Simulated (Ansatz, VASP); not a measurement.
# K3SeCl in VASP and in Ansatz

```
Se Cl K
1.0
     5.49580    0.00000    0.00000
     0.00000    5.49580    0.00000
     0.00000    0.00000    5.49580
Se Cl K
1 1 3
Cartesian
  0.0000 0.0000 0.0000
  2.7479 2.7479 2.7479
  2.7479 2.7479 0.0000
  2.7479 0.0000 2.7479
  0.0000 2.7479 2.7479
```

Alike in both runs: task single point; functional PBEsol; k mesh 6 × 6 × 6; occupations gaussian, width 0.02 eV; no spin polarisation.

```csv
,VASP,Ansatz
version,VASP 6.6.1,Ansatz 0.2.0
potentials or method,"VASP PAW PBE potentials, release 64 (Se, Cl, K_sv), cutoff 520 eV","scalar-relativistic, plane waves, PAW"
valence electrons in the cell,40,50
```

|  | VASP | Ansatz | Ansatz less VASP |
| --- | --- | --- | --- |
| gap on the k mesh at the Fermi level (eV) | 1.66 | 1.66 | +0.001 |
| least direct gap on the mesh (eV) | 1.66 | 1.66 | +0.001 |
| pressure (GPa) | 1.9 | 1.8 | -0.10 |

VASP's potentials were made for PBE, not for PBEsol. With one functional, cell and mesh, what is left measures potentials, basis and numerics. VASP's potentials hold 40 valence electrons a cell and Ansatz's 50, so a difference there can come from the potentials and not from the codes.
